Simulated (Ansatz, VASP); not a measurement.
## W in VASP and in Ansatz

```
CELL_PARAMETERS angstrom
-1.63723 1.63723 1.51744
1.63723 -1.63723 1.51744
1.63723 1.63723 -1.51744
ATOMIC_POSITIONS crystal
W 0.00000 0.00000 0.00000
```

Change from the starting cell: strain +0.025 along x and y, -0.050 along z, atoms carried along.

Alike in both runs: task single point; functional PBEsol; k mesh 20 × 20 × 20; occupations gaussian, width 0.15 eV; no spin polarisation.

```csv
,VASP,Ansatz
version,VASP 6.6.1,Ansatz 0.2.0
potentials or method,"VASP PAW PBE potentials, release 64 (W_sv), cutoff 520 eV","scalar-relativistic, plane waves, PAW"
valence electrons in the cell,14,14
```

VASP gave:

| Property | Result |
| --- | --- |
| gap on the k mesh at the Fermi level (eV) | none |
| pressure (GPa) | -9.4 |
| traceless stress, the component that is largest in VASP (GPa) | 15.99 |

Task: What did Ansatz give for the same quantities?

Result: gap on the k mesh at the Fermi level (eV): none; pressure (GPa): -9.9; traceless stress, the component that is largest in VASP (GPa): 15.99.

VASP's potentials were made for PBE, not for PBEsol. A gap of «none» marks a metal or a gap that the smearing closes. The functional is the same, so the differences come from potentials, cutoffs and numerics.

Neither program's run includes spin-orbit coupling.
